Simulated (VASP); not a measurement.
## FeSi2: vibrations by perturbation theory with LDA

FeSi2:

```
CELL_PARAMETERS angstrom
2.64159 0.00000 0.00000
0.00000 2.64159 0.00000
0.00000 0.00000 5.04137
ATOMIC_POSITIONS crystal
Fe 0.00000 0.00000 0.00000
Si 0.50000 0.50000 0.27175
Si 0.50000 0.50000 0.72825
```

```
Program                : VASP 6.6.1
Task                   : vibrations by perturbation theory
Functional             : LDA
Potentials or basis    : VASP PAW LDA potentials, release 64 (Fe, Si)
Cutoff                 : 520 eV
k mesh                 : 16 × 16 × 8
Occupations            : fermi-dirac, width 0.15 eV
Spin                   : no spin polarisation
Dipole correction      : no
Further INCAR settings : ALGO = Normal; EDIFF = 1e-08; NBANDS = 15; IBRION = 8; NSW = 1
```

The highest phonon frequency at Γ is 578 cm⁻¹.

Phonon frequencies in cm⁻¹ (negative: imaginary):
```tsv
q point	frequencies
(0.000, 0.000, 0.000)	0 0 0 240 240 313 313 383 578
```

It took 6.2 min on 1 thread of Intel(R) Xeon(R) 6975P-C (Granite Rapids), on a shared host, peak memory 0.9 GiB.

Caveat: the cell stands under pressure or tension, which shifts response properties; the run has no spin polarisation, though such a crystal can be magnetic. Spin polarisation is off, so any magnetic state and its effect on volume and gap are missing.
